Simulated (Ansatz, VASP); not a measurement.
CdF2 in VASP and in Ansatz

The input INCAR:

```
SYSTEM = CdF2
PREC = Accurate
ENCUT = 520
EDIFF = 1E-6
ISMEAR = 0
SIGMA = 0.05
LREAL = .False.
LASPH = .True.
NELM = 80
ALGO = Normal
ISIF = 2
LWAVE = .False.
LCHARG = .False.
GGA = PS
NBANDS = 20
```

KPOINTS

```
Automatic mesh
0
Gamma
  8 8 8
  0 0 0
```

POSCAR

```
CdF2
1.0
    0.0000000000      2.5662871358      2.7253969382
    2.5662871358      0.0000000000      2.7253969382
    2.5662871358      2.5662871358      0.0000000000
Cd F
1 2
Direct
    0.0000000000      0.0000000000      0.0000000000
    0.2500000000      0.2500000000      0.2500000000
    0.7500000000      0.7500000000      0.7500000000
```

Input for Ansatz:

```yaml
crystal:
  lattice:
    - [0.0, 2.5662871358, 2.7253969382]
    - [2.5662871358, 0.0, 2.7253969382]
    - [2.5662871358, 2.5662871358, 0.0]
  atoms:
    - { symbol: Cd, position: [0.0, 0.0, 0.0] }
    - { symbol: F, position: [0.25, 0.25, 0.25] }
    - { symbol: F, position: [0.75, 0.75, 0.75] }
basis:
  ecutwfc: 520.0
kpoints:
  mp_grid: { grid: [8, 8, 8] }
hamiltonian:
  xc: pbesol
scf:
  occupations: { method: gaussian, width: 0.05 }
output:
  forces: true
  stress: true
  eigenvalues: true
```

Alike in both runs: task single point; functional PBEsol; k mesh 8 × 8 × 8; occupations gaussian, width 0.05 eV; no spin polarisation.

|  | VASP | Ansatz |
| --- | --- | --- |
| version | VASP 6.6.1 | Ansatz 0.2.0 |
| potentials or method | VASP PAW PBE potentials, release 64 (Cd, F), cutoff 520 eV | scalar-relativistic, plane waves, PAW |
| valence electrons in the cell | 26 | 34 |

VASP gave:

* gap on the k mesh at the Fermi level (eV): 3.11
* least direct gap on the mesh (eV): 3.41
* pressure (GPa): 12.2
* traceless stress, the component that is largest in VASP (GPa): -4.52

Q: Estimate Ansatz's values.

A: gap on the k mesh at the Fermi level (eV): 3.14; least direct gap on the mesh (eV): 3.45; pressure (GPa): 10.9; traceless stress, the component that is largest in VASP (GPa): -4.63.

VASP's potentials were made for PBE, not for PBEsol. VASP's potentials hold 26 valence electrons a cell and Ansatz's 34, so a difference there can come from the potentials and not from the codes.
